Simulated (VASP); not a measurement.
Here is a VASP 6.6.1 calculation.

The input INCAR:

```
SYSTEM = SnSe2
  PREC = Accurate
  ENCUT = 520
  EDIFF = 1E-7
  ISMEAR = 0
  SIGMA = 0.02
  LREAL = .False.
  LASPH = .True.
  NELM = 100
  ALGO = Normal
  ISIF = 2
  LWAVE = .False.
  LCHARG = .True.
  GGA = PE
  IVDW = 12
  LELF = .True.
  LVHAR = .True.
  NBANDS = 20
```

The input KPOINTS:

```
Automatic mesh
0
Gamma
  12 12 6
  0 0 0
```

File POSCAR:

```
SnSe2
1.0
    3.8380776335      0.0000000000      0.0000000000
   -1.9190388167      3.3238727323      0.0000000000
    0.0000000000      0.0000000000      6.0146785272
Sn Se
1 2
Direct
    0.0000000000      0.0000000000      0.0000000000
    0.3333333333      0.6666666667      0.2650914469
    0.6666666667      0.3333333333      0.7349085531
```

Potentials or basis: VASP PAW PBE potentials, release 64 (Sn_d, Se).

Run with:

```console
$ cat potpaw_PBE.64/Sn_d/POTCAR potpaw_PBE.64/Se/POTCAR > POTCAR
$ mpirun -np 1 vasp_std > vasp.out
```

**Question.** Predict the pressure.

**Answer.** 0.1 GPa.

**Question.** What does it give for the largest force?

**Answer.** 0.013 eV/Å.

**Question.** Estimate the dispersion energy per atom.

**Answer.** -0.364 eV.

Forces on the atoms (eV/Å):
```
Sn   0.000  0.000  0.000
Se   0.000  0.000  0.013
Se   0.000  0.000 -0.013
```
